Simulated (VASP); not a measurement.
# MoS2: single point with PBE+D3(BJ)

System: MoS2, a slab with vacuum.

```xyz
6
Lattice="3.1347 0.0000 0.0000 -1.5673 2.7147 0.0000 0.0000 0.0000 23.9376" Properties=species:S:1:pos:R:3 pbc="T T T"
S     0.0000    0.0000    4.5000
S     0.0000    1.8098    7.7188
S     0.0000    1.8098   11.5588
S     0.0000    3.6196   14.7776
Mo    1.5673    0.9049    6.1094
Mo    1.5673    2.7147   13.1682
```

```json
{
 "Program": "VASP 6.6.1",
 "Task": "single point",
 "Functional": "PBE",
 "Dispersion": "D3(BJ)",
 "Potentials or basis": "VASP PAW PBE potentials, release 64 (S, Mo_sv)",
 "Cutoff": "520 eV",
 "k mesh": "12 × 12 × 1",
 "Occupations": "gaussian, width 0.1 eV",
 "Spin": "no spin polarisation",
 "Dipole correction": "yes",
 "Further INCAR settings": "ALGO = Normal; EDIFF = 1e-06; NBANDS = 35"
}
```

```
Largest force              : 0.039 eV/Å
Band gap on the k mesh     : zero (bands 26 and 27 overlap by 0.48 eV)
Dispersion energy per atom : -0.351 eV
```

Forces in eV/Å, atoms in the order of the input:
```
S    0.000  0.000  0.026
S    0.000  0.000  0.039
S    0.000  0.000 -0.039
S    0.000  0.000 -0.026
Mo   0.000  0.000  0.032
Mo   0.000  0.000 -0.032
```

Levels at points of the mesh, in eV from the Fermi level:
| k point | band 23 | band 24 | band 25 | band 26 | band 27 | band 28 | band 29 | band 30 |
| --- | --- | --- | --- | --- | --- | --- | --- | --- |
| (0.00, 0.00, 0.00) | -0.83 | -0.83 | -0.83 | -0.83 | -0.04 | -0.04 | -0.03 | -0.03 |
| (0.50, 0.00, 0.00) | -2.28 | -2.19 | -1.48 | -1.46 | 1.31 | 1.31 | 1.86 | 1.93 |

Run time: 2.6 min on 1 thread of Intel(R) Xeon(R) Platinum 8488C (Sapphire Rapids), on a shared host, peak memory 0.35 GiB.
